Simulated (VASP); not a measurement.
Write the native input for VASP 6.6.1 that does the following.

```yaml
Task: single point
Functional: PBE
Potentials_or_basis: VASP PAW PBE potentials, release 64 (Ti_sv, O)
Cutoff: 520 eV
k_mesh: 3 × 3 × 2
Occupations: fermi-dirac, width 0.24 eV
Spin: no spin polarisation
Dipole_correction: no
Further_INCAR_settings: ALGO = Normal; EDIFF = 1e-07; NBANDS = 60
```

The structure of TiO2 lies in POSCAR:

```
TiO2
1.0
   -4.5582430000      4.5582430000      1.9775720000
    4.5582430000     -4.5582430000      1.9775720000
    4.5582430000      4.5582430000     -1.9775720000
Ti O
4 8
Direct
    0.3225498041      0.0638975120      0.2917352146
    0.0261956780      0.7553143318      0.7324093955
    0.9579595196      0.2554629655      0.2879947383
    0.7493125534      1.0396985639      0.7371151560
    0.4680638586      0.1616629054      0.6564261712
    0.1711566458      0.8879350186     -0.0049909581
    0.0622280262      0.3684754114      0.6280161018
    0.1648674027      0.1756061895      0.3382992087
    0.8764197006      0.8933231434      0.6852311296
    0.7840402316      0.4255907150      0.3709762731
    0.7352214797      0.0747915729      1.0138994345
    0.4466638203      0.7964367481      0.3410853700
```

One way to write it, as run:

INCAR

```
ALGO     = Normal         # electronic algorithm
EDIFF    = 1E-7           # SCF threshold, eV
ENCUT    = 520            # plane-wave cutoff, eV
GGA      = PE             # functional
ISIF     = 2              # what is computed and relaxed
ISMEAR   = -1             # smearing method
LASPH    = T              # aspherical terms in the spheres
LCHARG   = F              # write CHGCAR
LREAL    = F              # projectors in reciprocal space
LWAVE    = F              # write WAVECAR
NBANDS   = 60             # bands
NELM     = 100            # most SCF steps
PREC     = Accurate       # precision mode
SIGMA    = 0.24           # smearing width, eV
```

KPOINTS

```
k-points
0
Gamma
  3 3 2
```

Potentials or basis: VASP PAW PBE potentials, release 64 (Ti_sv, O).

The run is started by

```console
$ cat potpaw_PBE.64/Ti_sv/POTCAR potpaw_PBE.64/O/POTCAR > POTCAR
$ mpirun -np 1 vasp_std > vasp.out
```

Results of the run:

The pressure is -2.4 GPa, the largest force is 5.631 eV/Å and the band gap on the k mesh is 2.50 eV (least direct gap 2.72 eV).

Caveat: the k points lie up to 0.58 Å⁻¹ apart; an odd mesh through Γ misses points on the zone boundary, where band edges can lie; forces of over 1 eV/Å act on the atoms, so gaps and moduli don't describe the material at rest.

Run time: 2.5 min on 1 thread of Intel(R) Xeon(R) Platinum 8488C (Sapphire Rapids), on a shared host, peak memory 0.36 GiB.
